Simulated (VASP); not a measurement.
# MgS (e600) (Fm-3m) in VASP: further runs

MgS (e600) is run at these levels: PBEsol; tasks: single point.

Everything below comes from runs of VASP 6.6.1. Logs are shortened: lines on timing, memory, paths and dates and some standing lists are left out, and cuts for length are marked.

### 1 The cell of the first run

The structure is cubic, space group Fm-3m (No. 225). Conventional cell: a = 5.182 Å, b = 5.182 Å, c = 5.182 Å, α = 90.00°, β = 90.00°, γ = 90.00°. Mg (site symmetry m-3m) has 6 S at 2.59 Å within 3.4 Å. S (site symmetry m-3m) has 6 Mg at 2.59 Å within 3.4 Å.

### 2 Single point, PBEsol

The input, INCAR:

```
PREC = Accurate
ENCUT = 520
EDIFF = 1E-7
ISMEAR = 0
SIGMA = 0.02
LREAL = False
LASPH = True
NELM = 80
ALGO = Normal
ISIF = 2
LWAVE = False
LCHARG = True
GGA = PS
LELF = True
LVHAR = True
NBANDS = 11
```

The input, KPOINTS:

```
Automatic mesh
0
Gamma
  6 6 6
```

The input, POSCAR:

```
MgS
1.0
    0.0000000000      2.5911612425      2.5911612425
    2.5911612425      0.0000000000      2.5911612425
    2.5911612425      2.5911612425      0.0000000000
Mg S
1 1
Direct
    0.0000000000      0.0000000000      0.0000000000
    0.5000000000      0.5000000000      0.5000000000
```

Potentials or basis: VASP PAW PBE potentials, release 64 (Mg, S).

Started as:

```
$ cat potpaw_PBE.64/Mg/POTCAR potpaw_PBE.64/S/POTCAR > POTCAR
$ mpirun -np 1 vasp_std > vasp.out
```

OUTCAR:

```text
PREC = Accurate
   ENCUT = 520
   EDIFF = 1E-7
   ISMEAR = 0
   LREAL = False
   LASPH = True
   NELM = 80
   ISIF = 2
   GGA = PS

 ion  position               nearest neighbor table
   1  0.000  0.000  0.000-   2 2.59   2 2.59   2 2.59   2 2.59   2 2.59   2 2.59
   2  0.500  0.500  0.500-   1 2.59   1 2.59   1 2.59   1 2.59   1 2.59   1 2.59

  LATTYP: Found a face centered cubic cell.
 ALAT       =     5.1823224850

  Lattice vectors:

 A1 = (   0.0000000000,   2.5911612425,   2.5911612425)
 A2 = (   2.5911612425,   0.0000000000,   2.5911612425)
 A3 = (   2.5911612425,   2.5911612425,   0.0000000000)

Analysis of symmetry for initial positions (statically):
=====================================================================
 Subroutine PRICEL returns:
 Original cell was already a primitive cell.

 Routine SETGRP: Setting up the symmetry group for a
 face centered cubic supercell.

 Subroutine GETGRP returns: Found 48 space group operations
 (whereof 48 operations were pure point group operations)
 out of a pool of 48 trial point group operations.

The static configuration has the point symmetry O_h .

Analysis of symmetry for dynamics (positions and initial velocities):
=====================================================================
 Subroutine PRICEL returns:
 Original cell was already a primitive cell.

 Routine SETGRP: Setting up the symmetry group for a
 face centered cubic supercell.

 Subroutine GETGRP returns: Found 48 space group operations
 (whereof 48 operations were pure point group operations)
 out of a pool of 48 trial point group operations.

The dynamic configuration has the point symmetry O_h .

 Subroutine INISYM returns: Found 48 space group operations
 (whereof 48 operations are pure point group operations),
 and found     1 'primitive' translations

----------------------------------------------------------------------------------------

                                     Primitive cell

  volume of cell :      34.7947

  direct lattice vectors                    reciprocal lattice vectors
     0.000000000  2.591161243  2.591161243    -0.192963677  0.192963677  0.192963677
     2.591161243  0.000000000  2.591161243     0.192963677 -0.192963677  0.192963677
     2.591161243  2.591161243  0.000000000     0.192963677  0.192963677 -0.192963677

  length of vectors
     3.664455371  3.664455371  3.664455371     0.334222892  0.334222892  0.334222892

  position of ions in fractional coordinates (direct lattice)
     0.000000000  0.000000000  0.000000000
     0.500000000  0.500000000  0.500000000

  ion indices of the primitive-cell ions
   primitive index   ion index
                 1           1
                 2           2

----------------------------------------------------------------------------------------

 KPOINTS: Automatic mesh

Automatic generation of k-mesh.
 Grid dimensions read from file:
 generate k-points for:    6    6    6

 Generating k-lattice:

  Cartesian coordinates                     Fractional coordinates (reciprocal lattice)
    -0.032160613  0.032160613  0.032160613     0.166666667  0.000000000  0.000000000
     0.032160613 -0.032160613  0.032160613     0.000000000  0.166666667  0.000000000
     0.032160613  0.032160613 -0.032160613     0.000000000  0.000000000  0.166666667

  Length of vectors
     0.055703815  0.055703815  0.055703815

  Shift w.r.t. Gamma in fractional coordinates (k-lattice)
     0.000000000  0.000000000  0.000000000

 Subroutine IBZKPT returns following result:
 ===========================================

 Found     16 irreducible k-points:

 Following reciprocal coordinates:
            Coordinates               Weight
  0.000000  0.000000  0.000000      1.000000
  0.166667  0.000000  0.000000      8.000000
  0.333333  0.000000  0.000000      8.000000
  0.500000  0.000000  0.000000      4.000000
  0.166667  0.166667  0.000000      6.000000
  0.333333  0.166667  0.000000     24.000000
[... 8 lines left out ...]
 -0.333333  0.333333  0.166667     24.000000
 -0.333333  0.500000  0.166667     12.000000
   k-points           NKPTS =     16   k-points in BZ     NKDIM =     16   number of bands    NBANDS=     11
   number of dos      NEDOS =    301   number of ions     NIONS =      2
   total plane-waves  NPLWV =  21952
   dimension x,y,z NGX =    28 NGY =   28 NGZ =   28
   dimension x,y,z NGXF=    56 NGYF=   56 NGZF=   56
   ions per type =               1   1
   NGX,Y,Z   is equivalent  to a cutoff of  12.70, 12.70, 12.70 a.u.
   NGXF,Y,Z  is equivalent  to a cutoff of  25.41, 25.41, 25.41 a.u.
 SYSTEM =  unknown system
   PREC   = accura    normal or accurate (medium, high low for compatibility)
   ISTART =      0    job   : 0-new  1-cont  2-samecut
   ICHARG =      2    charge: 1-file 2-atom 10-const
   ISPIN  =      1    spin polarized calculation?
   LNONCOLLINEAR =      F non collinear calculations
   LSORBIT =      F    spin-orbit coupling
   LASPH  =      T    aspherical Exc in radial PAW
   ENCUT  =  520.0 eV  38.22 Ry    6.18 a.u.   6.81  6.81  6.81*2*pi/ulx,y,z
   NELM   =     80;   NELMIN=  2; NELMDL= -5     # of ELM steps
   EDIFF  = 0.1E-06   stopping-criterion for ELM
   LREAL  =      F    real-space projection
   EDIFFG = 0.1E-05   stopping-criterion for IOM
   NSW    =      0    number of steps for IOM
   IBRION =     -1    ionic relax: 0-MD 1-quasi-New 2-CG
   NFREE  =      0    steps in history (QN), initial steepest desc. (CG)
   ISIF   =      2    stress and relaxation
   ISYM   =      2    0-nonsym 1-usesym 2-fastsym
   POTIM  = 0.5000    time-step for ionic-motion
   TEBEG  =    0.0;   TEEND  =   0.0 temperature during run
   PSTRESS=    0.0 pullay stress
   NELECT =       8.0000    total number of electrons
   NUPDOWN=      -1.0000    fix difference up-down
   EMIN   =  10.00;   EMAX   =-10.00  energy-range for DOS
   EFERMI =   0.00;   METHOD = LEGACY
   ISMEAR =     0;   SIGMA  =   0.02  broadening in eV -4-tet -1-fermi 0-gaus
   EFERMI_NEDOS =   21; number of points for ismear=-14 and -15
   IALGO  =     38    algorithm
   IMIX   =      4    mixing-type and parameters
     AMIX     =   0.40;   BMIX     =  1.00
     AMIX_MAG =   1.60;   BMIX_MAG =  1.00
  volume/ion in A,a.u.               =      17.40       117.40
  Fermi-wavevector in a.u.,A,eV,Ry     =   1.002922  1.895247 13.685448  1.005852
  Thomas-Fermi vector in A             =   2.135440
   LORBIT       =      0    0 simple, 1 ext, 2 COOP (PROOUT), +10 PAW based schemes
   GGA     = PS    functional components
   LHFCALC =     F    Hartree Fock is set to
   AEXX    =    0.0000 exact exchange contribution
   IVDW    =     0    specifies the selected vdW correction
   LEPSILON=     F    determine dielectric tensor
   LRPA    =     F    only Hartree local field effects (RPA)
 non-spin polarized calculation
 Gauss-broadening in eV      SIGMA  =   0.02
  energy-cutoff  :      520.00
  volume of cell :       34.79
 maximum number of plane-waves:       960
   NGX = 13   NGY = 13   NGZ = 13

 number of electron       7.9999999 magnetization

 Free energy of the ion-electron system (eV)
  ---------------------------------------------------
  ext. energy  EPLUGINS =         0.00000000
  ---------------------------------------------------
  free energy    TOTEN  =        -9.07202604 eV

  energy without entropy =       -9.07202604  energy(sigma->0) =       -9.07202604

 E-fermi :   3.9278     XC(G=0):  -9.8862

 val. band max:        3.7868042276   @ k =   0.0000   0.0000   0.0000
 cond. band min:       6.5137744226   @ k =   0.5000   0.5000   0.0000
 fundamental gap:      2.7269701950
 Fermi energy:         3.9277633934

 k-point     1 :       0.0000    0.0000    0.0000
  band No.  band energies     occupation
      1      -8.9667      2.00000
      2       3.7868      2.00000
      3       3.7868      2.00000
      4       3.7868      2.00000
      5       7.4740      0.00000
      6      11.6314      0.00000
      7      11.6314      0.00000
      8      11.6314      0.00000
      9      14.1100      0.00000
     10      14.1100      0.00000
     11      16.1097      0.00000

 k-point     2 :       0.1667    0.0000    0.0000
  band No.  band energies     occupation
      1      -8.6947      2.00000
      2       2.1137      2.00000
      3       3.6104      2.00000
      4       3.6104      2.00000
      5       8.5599      0.00000
      6      11.3531      0.00000
      7      11.9149      0.00000
      8      11.9149      0.00000
      9      13.3896      0.00000
     10      13.3896      0.00000
     11      16.1810      0.00000

 k-point     3 :       0.3333    0.0000    0.0000
  band No.  band energies     occupation
      1      -8.0345      2.00000
      2      -0.1538      2.00000
      3       3.3067      2.00000
      4       3.3067      2.00000
      5       8.4534      0.00000
      6      11.0584      0.00000
      7      11.0584      0.00000
      8      13.1753      0.00000
      9      15.2595      0.00000
     10      15.2600      0.00000
     11      15.2600      0.00000

 k-point     4 :       0.5000    0.0000    0.0000
  band No.  band energies     occupation
      1      -7.6090      2.00000
      2      -1.1739      2.00000
      3       3.1735      2.00000
      4       3.1735      2.00000
      5       8.2037      0.00000
      6      10.6252      0.00000
      7      10.6252      0.00000
      8      13.9829      0.00000
      9      15.8274      0.00000
     10      18.2257      0.00000
     11      18.2257      0.00000
[... 127 lines left out ...]
 k-point    14 :       0.5000    0.3333    0.1667
  band No.  band energies     occupation
      1      -7.5826      2.00000
      2      -0.0006      2.00000
      3       1.5142      2.00000
      4       2.5080      2.00000
      5       9.0546      0.00000
      6      10.2812      0.00000
      7      11.0337      0.00000
      8      13.6280      0.00000
      9      15.3074      0.00000
     10      18.5814      0.00000
     11      19.1614      0.00000

 k-point    15 :      -0.3333    0.3333    0.1667
  band No.  band energies     occupation
      1      -7.2927      2.00000
      2      -0.2536      2.00000
      3       0.9788      2.00000
      4       2.1453      2.00000
      5       9.0895      0.00000
      6      10.4168      0.00000
      7      12.4119      0.00000
      8      12.6772      0.00000
      9      15.9785      0.00000
     10      17.7005      0.00000
     11      19.5503      0.00000

 k-point    16 :      -0.3333    0.5000    0.1667
  band No.  band energies     occupation
      1      -7.1853      2.00000
      2      -0.0869      2.00000
      3       1.1160      2.00000
      4       1.5060      2.00000
      5       8.1790      0.00000
      6       9.8735      0.00000
      7      12.9265      0.00000
      8      13.5317      0.00000
      9      17.5967      0.00000
     10      18.8269      0.00000
     11      19.2926      0.00000

------------------------ aborting loop because EDIFF is reached ----------------------------------------

  FORCE on cell =-STRESS in cart. coord.  units (eV):
  Direction    XX          YY          ZZ          XY          YZ          ZX
  --------------------------------------------------------------------------------------
  -------------------------------------------------------------------------------------
  Total       -0.0395433     -0.0395433     -0.0395433     -0.0000000     -0.0000000      0.0000000
  in kB       -1.8208335     -1.8208335     -1.8208335     -0.0000000     -0.0000000      0.0000000
  external PRESSURE =      -1.8208335 kB  Pullay stress =       0.0000000 kB

 VOLUME and BASIS-vectors are now :
 -----------------------------------------------------------------------------
  energy-cutoff  :      520.00
  volume of cell :       34.79
      direct lattice vectors                 reciprocal lattice vectors
     0.000000000  2.591161243  2.591161243    -0.192963677  0.192963677  0.192963677
     2.591161243  0.000000000  2.591161243     0.192963677 -0.192963677  0.192963677
     2.591161243  2.591161243  0.000000000     0.192963677  0.192963677 -0.192963677

 POSITION                                       TOTAL-FORCE (eV/Angst)
 -----------------------------------------------------------------------------------
      0.00000      0.00000      0.00000        -0.000000      0.000000      0.000000
      2.59116      2.59116      2.59116         0.000000     -0.000000     -0.000000
 -----------------------------------------------------------------------------------
    total drift:                                0.000000      0.000000      0.000000

  FREE ENERGIE OF THE ION-ELECTRON SYSTEM (eV)
  ---------------------------------------------------
  free  energy   TOTEN  =        -9.0720260442 eV

  energy  without entropy=       -9.0720260442  energy(sigma->0) =       -9.07202604
```

Wall time 4.2 s (1 thread of Intel Xeon 6975P-C, shared host); peak memory 0.15 GiB.

What came out:

* Free energy: -9.0720 eV
* Pressure: -0.2 GPa
* Band gap on the k mesh: 2.73 eV, indirect (least direct gap 3.69 eV)

Caveat: the PAW data sets were made with another functional, which shifts forces and pressure a little. A k mesh can miss the band edges.

### 3 Single point, PBEsol

The input, INCAR:

```
  PREC = Accurate
  ENCUT = 520
  EDIFF = 1E-7
  ISMEAR = 0
  SIGMA = 0.01
  LREAL = F
  LASPH = T
  NELM = 60
  ALGO = Normal
  ISIF = 2
  LWAVE = F
  LCHARG = F
  GGA = PS
  NBANDS = 11
```

The input, KPOINTS:

```
regular mesh
0
Gamma
  6 6 6
```

POSCAR is that of step 2.

Potentials or basis: VASP PAW PBE potentials, release 64 (Mg, S).

Started as:

```
$ cat potpaw_PBE.64/Mg/POTCAR potpaw_PBE.64/S/POTCAR > POTCAR
$ mpirun -np 1 vasp_std > vasp.out
```

It took 3.8 s on 1 thread of Intel Xeon 6975P-C, shared host; peak memory 0.15 GiB.

Results (log left out):

| Quantity | Value |
| --- | --- |
| Free energy | -9.0720 eV |
| Pressure | -0.2 GPa |
| Band gap on the k mesh | 2.73 eV, indirect (least direct gap 3.69 eV) |

Levels at points of the mesh, in eV from the valence-band top:
```tsv
k point	band 2	band 3	band 4	band 5	band 6	band 7
(0.00, 0.00, 0.00)	0.00	0.00	0.00	3.69	7.84	7.84
(0.50, 0.00, 0.00)	-4.96	-0.61	-0.61	4.42	6.84	6.84
(0.50, 0.50, 0.00)	-4.33	-1.74	-1.74	2.73	4.20	11.99
```

Caveat: the PAW data sets were made with another functional, which shifts forces and pressure a little. A k mesh can miss the band edges.
